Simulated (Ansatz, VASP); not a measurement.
One calculation of HfMoC2, two programs

```xyz
4
Lattice="1.5859 0.9156 5.2086 -1.5859 0.9156 5.2086 0.0000 -1.8313 5.2086" Properties=species:S:1:pos:R:3 pbc="T T T"
Hf    0.0000    0.0000    0.0000
Mo    0.0000    0.0000    7.8129
C     0.0000    0.0000    3.8485
C     0.0000    0.0000   11.7773
```

Alike in both runs: functional PBE; k mesh 18 × 18 × 18; occupations gaussian, width 0.1 eV; no spin polarisation.

Ansatz relaxed the structure, and its values are those at the end. VASP's run is a single point on that final structure, the one shown.

|  | VASP | Ansatz |
| --- | --- | --- |
| version | VASP 6.6.1 | Ansatz 0.2.0 |
| potentials or method | VASP PAW PBE potentials, release 64 (Hf_pv, Mo_sv, C), cutoff 520 eV | scalar-relativistic, plane waves, PAW |
| valence electrons in the cell | 32 | 48 |

```csv
,VASP,Ansatz,Ansatz less VASP
gap on the k mesh at the Fermi level (eV),none,none,-
pressure (GPa),-0.4,0.0,+0.37
rms of the force components (eV/Å),0.017,0.000,-0.0167
```

A gap of «none» marks a metal or a gap that the smearing closes. VASP's potentials hold 32 valence electrons a cell and Ansatz's 48, so a difference there can come from the potentials and not from the codes.

Neither program's run includes spin-orbit coupling.
